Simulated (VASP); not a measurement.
Input of a VASP 6.6.1 run:

INCAR

```
SYSTEM = Ga
PREC = Accurate
ENCUT = 520
EDIFF = 1E-6
ISMEAR = 0
SIGMA = 0.1
LREAL = .False.
LASPH = .True.
NELM = 100
ALGO = Normal
ISIF = 2
LWAVE = .False.
LCHARG = .True.
LDIPOL = .True.
IDIPOL = 3
DIPOL = 0.5 0.5 0.291
GGA = PE
LELF = .True.
LVHAR = .True.
LVACPOTAV = .True.
NBANDS = 20
```

KPOINTS

```
Automatic mesh
0
Gamma
  6 6 1
  0 0 0
```

File POSCAR:

```
Ga
1.0
    2.8547818243      0.0000002856      0.0000000000
   -1.4273911595      2.4723134393      0.0000000000
    0.0000000000      0.0000000000     29.1724358800
Ga
2
Direct
    0.0000000000      0.0000000000      0.3360269369
    0.0000000000      0.0000000000      0.2467149387
```

Potentials or basis: VASP PAW PBE potentials, release 64 (Ga_d).

Launch:

```bash
$ cat potpaw_PBE.64/Ga_d/POTCAR > POTCAR
$ mpirun -np 1 vasp_std > vasp.out
```

Problem. Predict the largest force.

Solution. 0.007 eV/Å.

Problem. What does it give for the band gap on the k mesh?

Solution. Zero (band 13 reaches -2.33 eV, above the bottom of band 14 at -3.75 eV).

Forces in eV/Å, atoms in the order of the input:
```
Ga   0.000  0.000 -0.007
Ga   0.000  0.000  0.007
```

Caveat: the k points lie up to 0.42 Å⁻¹ apart.
